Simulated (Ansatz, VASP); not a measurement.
## Te in VASP and in Ansatz

```
CELL_PARAMETERS angstrom
2.25771 1.30349 1.83528
-2.25771 1.30349 1.83528
0.00000 -2.60698 1.83528
ATOMIC_POSITIONS crystal
Te 0.50000 0.50000 0.50000
```

Alike in both runs: functional r2SCAN; k mesh 18 × 18 × 18; occupations gaussian, width 0.1 eV; no spin polarisation.

Ansatz relaxed the structure, and its values are those at the end. VASP's run is a single point on that final structure, the one shown.

|  | VASP | Ansatz |
| --- | --- | --- |
| version | VASP 6.6.1 | Ansatz 0.2.0 |
| potentials or method | VASP PAW PBE potentials, release 64 (Te), cutoff 520 eV | scalar-relativistic, plane waves, PAW |
| valence electrons in the cell | 6 | 16 |

```tsv
	VASP	Ansatz	Ansatz less VASP
gap on the k mesh at the Fermi level (eV)	none	none	-
pressure (GPa)	0.0	0.0	+0.04
```

VASP's potentials were made for PBE, not for r2SCAN. A gap of «none» marks a metal or a gap that the smearing closes. With one functional, cell and mesh, what is left measures potentials, basis and numerics. VASP's potentials hold 6 valence electrons a cell and Ansatz's 16, so a difference there can come from the potentials and not from the codes.

Neither program's run includes spin-orbit coupling.
